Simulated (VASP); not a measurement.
# Ag (Pm-3m) in VASP: relaxation of cell and atoms with PBE

Aim: the relaxation of cell and atoms of Ag with PBE.

Program: VASP 6.6.1. These are calculated values, not measurements. Logs are shortened: lines on timing, memory, paths and dates and some standing lists are left out, and cuts for length are marked.

### Step 1. The cell of the first run

Symmetry: Pm-3m, No. 221, cubic system. The conventional cell has a = 2.680 Å, b = 2.680 Å, c = 2.680 Å, α = 90.00°, β = 90.00°, γ = 90.00°. Ag (site symmetry m-3m) has 6 Ag at 2.68 Å within 3.5 Å.

### Step 2. Relaxation of cell and atoms, PBE

INCAR

```
PREC     = Accurate       # precision mode
ENCUT    = 600            # plane-wave cutoff, eV
EDIFF    = 1E-6           # SCF threshold, eV
ISMEAR   = -1             # smearing method
SIGMA    = 0.08           # smearing width, eV
LREAL    = F              # projectors in reciprocal space
LASPH    = T              # aspherical terms in the spheres
NELM     = 80             # most SCF steps
ALGO     = Normal         # electronic algorithm
ISIF     = 3              # what is computed and relaxed
LWAVE    = F              # write WAVECAR
LCHARG   = F              # write CHGCAR
GGA      = PE             # functional
IBRION   = 2              # ionic algorithm
NSW      = 60             # ionic steps
EDIFFG   = -0.005         # ionic threshold
```

KPOINTS

```
regular mesh
0
Gamma
  16 16 16
```

POSCAR

```
Ag
1.0
    2.6802509604      0.0000000000      0.0000000000
    0.0000000000      2.6802509604      0.0000000000
    0.0000000000      0.0000000000      2.6802509604
Ag
1
Direct
    0.0000000000      0.0000000000      0.0000000000
```

Potentials or basis: VASP PAW PBE potentials, release 64 (Ag).

Started as:

```bash
> cat potpaw_PBE.64/Ag/POTCAR > POTCAR
> mpirun -np 1 vasp_std > vasp.out
```

OUTCAR:

```text
PREC = Accurate
   ENCUT = 600
   EDIFF = 1E-6
   ISMEAR = -1
   LREAL = F
   LASPH = T
   NELM = 80
   ISIF = 3
   GGA = PE
   IBRION = 2
   NSW = 60
   EDIFFG = -0.005

 ion  position               nearest neighbor table
   1  0.000  0.000  0.000-

  LATTYP: Found a simple cubic cell.
 ALAT       =     2.6802509604

  Lattice vectors:

 A1 = (   2.6802509604,   0.0000000000,   0.0000000000)
 A2 = (   0.0000000000,   2.6802509604,   0.0000000000)
 A3 = (   0.0000000000,   0.0000000000,   2.6802509604)

Analysis of symmetry for initial positions (statically):
=====================================================================
 Subroutine PRICEL returns:
 Original cell was already a primitive cell.

 Routine SETGRP: Setting up the symmetry group for a
 simple cubic supercell.

 Subroutine GETGRP returns: Found 48 space group operations
 (whereof 48 operations were pure point group operations)
 out of a pool of 48 trial point group operations.

The static configuration has the point symmetry O_h .

Analysis of symmetry for dynamics (positions and initial velocities):
=====================================================================
 Subroutine PRICEL returns:
 Original cell was already a primitive cell.

 Routine SETGRP: Setting up the symmetry group for a
 simple cubic supercell.

 Subroutine GETGRP returns: Found 48 space group operations
 (whereof 48 operations were pure point group operations)
 out of a pool of 48 trial point group operations.

The dynamic configuration has the point symmetry O_h .

 Subroutine INISYM returns: Found 48 space group operations
 (whereof 48 operations are pure point group operations),
 and found     1 'primitive' translations

----------------------------------------------------------------------------------------

                                     Primitive cell

  volume of cell :      19.2542

  direct lattice vectors                    reciprocal lattice vectors
     2.680250960  0.000000000  0.000000000     0.373099391  0.000000000  0.000000000
     0.000000000  2.680250960  0.000000000     0.000000000  0.373099391  0.000000000
     0.000000000  0.000000000  2.680250960     0.000000000  0.000000000  0.373099391

  length of vectors
     2.680250960  2.680250960  2.680250960     0.373099391  0.373099391  0.373099391

  position of ions in fractional coordinates (direct lattice)
     0.000000000  0.000000000  0.000000000

  ion indices of the primitive-cell ions
   primitive index   ion index
                 1           1

----------------------------------------------------------------------------------------

 KPOINTS: regular mesh

Automatic generation of k-mesh.
 Grid dimensions read from file:
 generate k-points for:   16   16   16

 Generating k-lattice:

  Cartesian coordinates                     Fractional coordinates (reciprocal lattice)
     0.023318712  0.000000000  0.000000000     0.062500000  0.000000000  0.000000000
     0.000000000  0.023318712  0.000000000     0.000000000  0.062500000  0.000000000
     0.000000000  0.000000000  0.023318712     0.000000000  0.000000000  0.062500000

  Length of vectors
     0.023318712  0.023318712  0.023318712

  Shift w.r.t. Gamma in fractional coordinates (k-lattice)
     0.000000000  0.000000000  0.000000000

 Subroutine IBZKPT returns following result:
 ===========================================

 Found    165 irreducible k-points:

 Following reciprocal coordinates:
            Coordinates               Weight
  0.000000  0.000000  0.000000      1.000000
  0.062500  0.000000  0.000000      6.000000
  0.125000  0.000000  0.000000      6.000000
  0.187500  0.000000  0.000000      6.000000
  0.250000  0.000000  0.000000      6.000000
  0.312500  0.000000  0.000000      6.000000
[... 16 lines left out ...]
  0.437500  0.125000  0.000000     24.000000
  0.500000  0.125000  0.000000     12.000000
 [... further k-points ...]
   k-points           NKPTS =    165   k-points in BZ     NKDIM =    165   number of bands    NBANDS=      9
   number of dos      NEDOS =    301   number of ions     NIONS =      1
   total plane-waves  NPLWV =  13824
   dimension x,y,z NGX =    24 NGY =   24 NGZ =   24
   dimension x,y,z NGXF=    48 NGYF=   48 NGZF=   48
   ions per type =               1
   NGX,Y,Z   is equivalent  to a cutoff of  14.89, 14.89, 14.89 a.u.
   NGXF,Y,Z  is equivalent  to a cutoff of  29.77, 29.77, 29.77 a.u.
 SYSTEM =  unknown system
   PREC   = accura    normal or accurate (medium, high low for compatibility)
   ISTART =      0    job   : 0-new  1-cont  2-samecut
   ICHARG =      2    charge: 1-file 2-atom 10-const
   ISPIN  =      1    spin polarized calculation?
   LNONCOLLINEAR =      F non collinear calculations
   LSORBIT =      F    spin-orbit coupling
   LASPH  =      T    aspherical Exc in radial PAW
   ENCUT  =  600.0 eV  44.10 Ry    6.64 a.u.   5.35  5.35  5.35*2*pi/ulx,y,z
   NELM   =     80;   NELMIN=  2; NELMDL= -5     # of ELM steps
   EDIFF  = 0.1E-05   stopping-criterion for ELM
   LREAL  =      F    real-space projection
   EDIFFG = -.5E-02   stopping-criterion for IOM
   NSW    =     60    number of steps for IOM
   IBRION =      2    ionic relax: 0-MD 1-quasi-New 2-CG
   NFREE  =      1    steps in history (QN), initial steepest desc. (CG)
   ISIF   =      3    stress and relaxation
   ISYM   =      2    0-nonsym 1-usesym 2-fastsym
   POTIM  = 0.5000    time-step for ionic-motion
   TEBEG  =    0.0;   TEEND  =   0.0 temperature during run
   PSTRESS=    0.0 pullay stress
   NELECT =      11.0000    total number of electrons
   NUPDOWN=      -1.0000    fix difference up-down
   EMIN   =  10.00;   EMAX   =-10.00  energy-range for DOS
   EFERMI =   0.00;   METHOD = LEGACY
   ISMEAR =    -1;   SIGMA  =   0.08  broadening in eV -4-tet -1-fermi 0-gaus
   EFERMI_NEDOS =   21; number of points for ismear=-14 and -15
   IALGO  =     38    algorithm
   IMIX   =      4    mixing-type and parameters
     AMIX     =   0.40;   BMIX     =  1.00
     AMIX_MAG =   1.60;   BMIX_MAG =  1.00
  volume/ion in A,a.u.               =      19.25       129.93
  Fermi-wavevector in a.u.,A,eV,Ry     =   1.358408  2.567019 25.106458  1.845273
  Thomas-Fermi vector in A             =   2.485244
   LORBIT       =      0    0 simple, 1 ext, 2 COOP (PROOUT), +10 PAW based schemes
   GGA     = PE    functional components
   LHFCALC =     F    Hartree Fock is set to
   AEXX    =    0.0000 exact exchange contribution
   IVDW    =     0    specifies the selected vdW correction
   LEPSILON=     F    determine dielectric tensor
   LRPA    =     F    only Hartree local field effects (RPA)
 conjugate gradient relaxation of ions
 non-spin polarized calculation
  energy-cutoff  :      600.00
  volume of cell :       19.25
 maximum number of plane-waves:       660
 NGX is ok and might be reduce to    24
   NGX = 11   NGY = 11   NGZ = 11

--------------------------------------- Ionic step        1  -------------------------------------------

 number of electron      11.0000003 magnetization

 Free energy of the ion-electron system (eV)
  ---------------------------------------------------
  ext. energy  EPLUGINS =         0.00000000
  ---------------------------------------------------
  free energy    TOTEN  =        -2.36168359 eV

  energy without entropy =       -2.35618612  energy(sigma->0) =       -2.35893486

------------------------ aborting loop because EDIFF is reached ----------------------------------------

  FORCE on cell =-STRESS in cart. coord.  units (eV):
  Direction    XX          YY          ZZ          XY          YZ          ZX
  --------------------------------------------------------------------------------------
  -------------------------------------------------------------------------------------
  Total        0.7592884      0.7592884      0.7592884     -0.0000000     -0.0000000      0.0000000
  in kB       63.1816532     63.1816532     63.1816532     -0.0000000     -0.0000000      0.0000000
  external PRESSURE =      63.1816532 kB  Pullay stress =       0.0000000 kB
[... 55 lines left out ...]
  energy  without entropy=       -2.3788287848  energy(sigma->0) =       -2.38179988

--------------------------------------- Ionic step        3  -------------------------------------------

 number of electron      10.9999996 magnetization

 Free energy of the ion-electron system (eV)
  ---------------------------------------------------
  ext. energy  EPLUGINS =         0.00000000
  ---------------------------------------------------
  free energy    TOTEN  =        -2.38909227 eV

  energy without entropy =       -2.38333814  energy(sigma->0) =       -2.38621520

 E-fermi :   5.9207     XC(G=0): -10.9817

 val. band max:        5.8525234856   @ k =   0.3750   0.2500   0.1875
 cond. band min:       6.0879829168   @ k =   0.5000   0.1250   0.0000
 fundamental gap:      0.2354594312
 Fermi energy:         5.9206629200

 k-point     1 :       0.0000    0.0000    0.0000
  band No.  band energies     occupation
      1      -0.4342      2.00000
      2       0.2274      2.00000
      3       0.2274      2.00000
      4       3.1300      2.00000
      5       3.1300      2.00000
      6       3.1300      2.00000
      7      19.8489      0.00000
      8      19.8489      0.00000
      9      19.8489      0.00000
[... 265 lines left out ...]
 k-point    24 :       0.5000    0.1250    0.0000
  band No.  band energies     occupation
      1       0.6357      2.00000
      2       1.1477      2.00000
      3       1.7553      2.00000
      4       2.2147      2.00000
      5       3.0806      2.00000
      6       6.0880      0.21985
      7       7.6738      0.00000
      8      21.8086      0.00000
      9      22.5469      0.00000

 [... further k-points ...]
[... 5 lines left out ...]
  --------------------------------------------------------------------------------------
  -------------------------------------------------------------------------------------
  Total        0.0041515      0.0041515      0.0041515     -0.0000000      0.0000000     -0.0000000
  in kB        0.3203480      0.3203480      0.3203480     -0.0000000      0.0000000     -0.0000000
  external PRESSURE =       0.3203480 kB  Pullay stress =       0.0000000 kB
[... 16 lines left out ...]
  FREE ENERGIE OF THE ION-ELECTRON SYSTEM (eV)
  ---------------------------------------------------
  free  energy   TOTEN  =        -2.3890922660 eV

  energy  without entropy=       -2.3833381362  energy(sigma->0) =       -2.38621520

 reached required accuracy - stopping structural energy minimisation
```

Wall time 30 s (1 thread of Intel Xeon 6975P-C, shared host); peak memory 0.17 GiB.

Results:

```yaml
Free_energy: -2.3891 eV
Relaxed_volume: 20.76 Å³/atom
Relaxed_cell: a = 2.749 Å, b = 2.749 Å, c = 2.749 Å, α = 90.00°, β = 90.00°, γ = 90.00°
Space_group_after_relaxing_to_0.05_Å: Pm-3m (No. 221)
Energy_gained_by_relaxing: 27.4 meV/atom
Ionic_steps: 3
Pressure_after_relaxing: 0.0 GPa
```

The path:
| step | energy change (eV) | largest force (eV/Å) | pressure (GPa) | volume (Å³) |
| --- | --- | --- | --- | --- |
| 1 | 0.0000 | 0.0000 | 6.32 | 19.25 |
| 2 | -0.0231 | 0.0000 | -1.98 | 21.45 |
| 3 | -0.0274 | 0.0000 | 0.03 | 20.76 |

Final structure:
```
Ag
1.0
     2.74852    0.00000    0.00000
     0.00000    2.74852    0.00000
     0.00000    0.00000    2.74852
Ag
1
Cartesian
  0.0000 0.0000 0.0000
```
